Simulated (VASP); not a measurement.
Input of a VASP 6.6.1 run:

File INCAR:

```
SYSTEM = Sr8Ti8O23
ALGO = Normal
EDIFF = 1E-7
ENCUT = 520
GGA = PE
ISIF = 2
ISMEAR = 0
LASPH = .True.
LCHARG = .False.
LREAL = Auto
LWAVE = .False.
NBANDS = 182
NELECT = 312.0
NELM = 60
PREC = Accurate
SIGMA = 0.02
```

File KPOINTS:

```
Automatic mesh
0
Gamma
  2 2 2
  0.5 0.5 0.5
```

File POSCAR:

```
Sr8Ti8O23
1.0
    0.0000000000     -7.8728452165      0.0000000000
    7.8728452165      0.0000000000      0.0000000000
    0.0000000000      0.0000000000      7.8728452165
Sr Ti O
8 8 23
Direct
    0.0000000000     -0.0089917559     -0.0089917559
    0.0000000000     -0.0089917559      0.5089917559
    0.5000000000     -0.0082232771     -0.0082232771
    0.5000000000     -0.0082232771      0.5082232771
    0.0000000000      0.5089917559     -0.0089917559
    0.0000000000      0.5089917559      0.5089917559
    0.5000000000      0.5082232771     -0.0082232771
    0.5000000000      0.5082232771      0.5082232771
    0.2326066181      0.2500000000      0.2500000000
    0.2540100749      0.2500000000      0.7500000000
    0.7673933819      0.2500000000      0.2500000000
    0.7459899251      0.2500000000      0.7500000000
    0.2540100749      0.7500000000      0.2500000000
    0.2498332811      0.7500000000      0.7500000000
    0.7459899251      0.7500000000      0.2500000000
    0.7501667189      0.7500000000      0.7500000000
    0.2681818709      0.2500000000      0.0072274119
    0.5000000000      0.2500000000      0.7500000000
    1.0000000000      0.2500000000      0.2500000000
    1.0000000000      0.2500000000      0.7500000000
    0.5000000000      0.7500000000      0.2500000000
    0.5000000000      0.7500000000      0.7500000000
    1.0000000000      0.7500000000      0.2500000000
    1.0000000000      0.7500000000      0.7500000000
    0.2681818709      0.2500000000      0.4927725881
    0.7318181291      0.2500000000      0.4927725881
    0.7318181291      0.2500000000      0.0072274119
    0.2484295124      0.7500000000      0.4994469908
    0.2484295124      0.7500000000      0.0005530092
    0.7515704876      0.7500000000      0.4994469908
    0.7515704876      0.7500000000      0.0005530092
    0.2681818709      0.4927725881      0.2500000000
    0.2484295124      0.4994469908      0.7500000000
    0.7318181291      0.4927725881      0.2500000000
    0.7515704876      0.4994469908      0.7500000000
    0.2681818709      0.0072274119      0.2500000000
    0.2484295124      0.0005530092      0.7500000000
    0.7318181291      0.0072274119      0.2500000000
    0.7515704876      0.0005530092      0.7500000000
```

Potentials or basis: VASP PAW PBE potentials, release 64 (Sr_sv, Ti_sv, O).

Command:

```bash
$ cat potpaw_PBE.64/Sr_sv/POTCAR potpaw_PBE.64/Ti_sv/POTCAR potpaw_PBE.64/O/POTCAR > POTCAR
$ mpirun -np 1 vasp_std > vasp.out
```

Problem. Predict the largest force.

Solution. 0.045 eV/Å.

Forces in eV/Å, atoms in the order of the input:
```
Sr   0.019  0.000  0.019
Sr   0.019  0.000 -0.019
Sr   0.010  0.000  0.010
Sr   0.010  0.000 -0.010
Sr  -0.019  0.000  0.019
Sr  -0.019  0.000 -0.019
Sr  -0.010  0.000  0.010
Sr  -0.010  0.000 -0.010
Ti   0.000 -0.035  0.000
Ti   0.000  0.045  0.000
Ti   0.000  0.035  0.000
Ti   0.000 -0.045  0.000
Ti   0.000  0.045  0.000
Ti   0.000  0.019  0.000
Ti   0.000 -0.045  0.000
Ti   0.000 -0.019  0.000
O    0.000 -0.003 -0.030
O    0.000  0.000  0.000
O    0.000  0.000  0.000
O    0.000  0.000  0.000
O    0.000  0.000  0.000
O    0.000  0.000  0.000
O    0.000  0.000  0.000
O    0.000  0.000  0.000
O    0.000 -0.003  0.030
O    0.000  0.003  0.030
O    0.000  0.003 -0.030
O    0.000  0.010  0.008
O    0.000  0.010 -0.008
O    0.000 -0.010  0.008
O    0.000 -0.010 -0.008
O    0.030 -0.003  0.000
O    0.008  0.010  0.000
O    0.030  0.003  0.000
O    0.008 -0.010  0.000
O   -0.030 -0.003  0.000
O   -0.008  0.010  0.000
O   -0.030  0.003  0.000
O   -0.008 -0.010  0.000
```

Caveat: the cell carries a net charge on a neutralising background, which shifts energy and pressure; the cell differs from its parent crystal (atoms taken out, then relaxed in part).
